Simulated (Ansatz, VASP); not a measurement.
# Na: VASP beside Ansatz

The input INCAR:

```
  PREC = Accurate
  ENCUT = 520
  EDIFF = 1E-6
  ISMEAR = -1
  SIGMA = 0.05
  LREAL = False
  LASPH = True
  NELM = 80
  ALGO = Fast
  ISIF = 2
  LWAVE = False
  LCHARG = False
  GGA = CA
  NBANDS = 14
```

KPOINTS

```
Automatic mesh
0
Gamma
  8 8 5
```

POSCAR

```
Na
1.0
    3.7417173590      0.0000000000      0.0000000000
   -1.8708586795      3.2404222867      0.0000000000
    0.0000000000      0.0000000000      6.1126967421
Na
2
Direct
    0.6666666667      0.3333333333      0.7500000000
    0.3333333333      0.6666666667      0.2500000000
```

Contents of input.yaml:

```yaml
crystal:
  lattice:
    - [3.741717359, 0.0, 0.0]
    - [-1.8708586795, 3.2404222867, 0.0]
    - [0.0, 0.0, 6.1126967421]
  atoms:
    - { symbol: Na, position: [0.6666666667, 0.3333333333, 0.75] }
    - { symbol: Na, position: [0.3333333333, 0.6666666667, 0.25] }
hamiltonian:
  xc: lda
  pseudopotentials: { kind: paw }
kpoints:
  mp_grid: { grid: [8, 8, 5] }
scf:
  occupations: { method: fermi_dirac, width: 0.05 }
output:
  forces: true
  stress: true
  eigenvalues: true
```

Alike in both runs: task single point; functional LDA; k mesh 8 × 8 × 5; occupations fermi-dirac, width 0.05 eV; no spin polarisation.

```csv
,VASP,Ansatz
version,VASP 6.6.1,Ansatz 0.2.0
potentials or method,"VASP PAW LDA potentials, release 64 (Na_pv)",Ansatz PAW
plane-wave cutoff (eV),520,420
valence electrons in the cell,14,18
```

|  | VASP | Ansatz | Ansatz less VASP |
| --- | --- | --- | --- |
| gap on the k mesh at the Fermi level (eV) | none | none | - |
| pressure (GPa) | -0.8 | -0.8 | +0.03 |
| traceless stress, the component that is largest in VASP (GPa) | -0.17 | -0.17 | -0.001 |

LDA's correlation is that of Perdew and Zunger in VASP and of Perdew and Wang (1992) in Ansatz. A gap of «none» marks a metal or a gap that the smearing closes. VASP's potentials hold 14 valence electrons a cell and Ansatz's 18, so a difference there can come from the potentials and not from the codes.
